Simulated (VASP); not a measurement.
Set up this calculation in VASP 6.6.1, as the native input.

* Task: single point
* Functional: PBE
* Potentials or basis: VASP PAW PBE potentials, release 64 (Al)
* Cutoff: 520 eV
* k mesh: 16 × 16 × 1
* Occupations: fermi-dirac, width 0.08 eV
* Spin: no spin polarisation
* Dipole correction: yes
* Further INCAR settings: ALGO = Normal; EDIFF = 1e-07; NBANDS = 16

The structure of Al lies in POSCAR:

```
Al
1.0
    2.8574853682      0.0000000000      0.0000000000
   -1.4287426841      2.4746549198      0.0000000000
    0.0000000000      0.0000000000     25.3325000000
Al
5
Direct
    0.8333333330      0.1666666670      0.3157997015
    0.1666666670      0.8333333330      0.4078998505
    0.5000000000      0.5000000000      0.5000000000
    0.8333333330      0.1666666670      0.5921001495
    0.1666666670      0.8333333330      0.6842002985
```

One way to write it, as run:

INCAR

```
SYSTEM = Al
  PREC = Accurate
  ENCUT = 520
  EDIFF = 1E-7
  ISMEAR = -1
  SIGMA = 0.08
  LREAL = .False.
  LASPH = .True.
  NELM = 80
  ALGO = Normal
  ISIF = 2
  LWAVE = .False.
  LCHARG = .False.
  LDIPOL = .True.
  IDIPOL = 3
  DIPOL = 0.5 0.5 0.500
  GGA = PE
  NBANDS = 16
```

KPOINTS

```
regular mesh
0
Gamma
  16 16 1
  0 0 0
```

Potentials or basis: VASP PAW PBE potentials, release 64 (Al).

Command:

```console
$ cat potpaw_PBE.64/Al/POTCAR > POTCAR
$ mpirun -np 1 vasp_std > vasp.out
```

It gave:

| Quantity | Value |
| --- | --- |
| Largest force | 0.089 eV/Å |
| Band gap on the k mesh | zero (an odd number of electrons rules out a gap without spin polarisation) |

Run time: 5 min on 1 thread of AMD EPYC 7R13, on a shared host, peak memory 0.33 GiB.
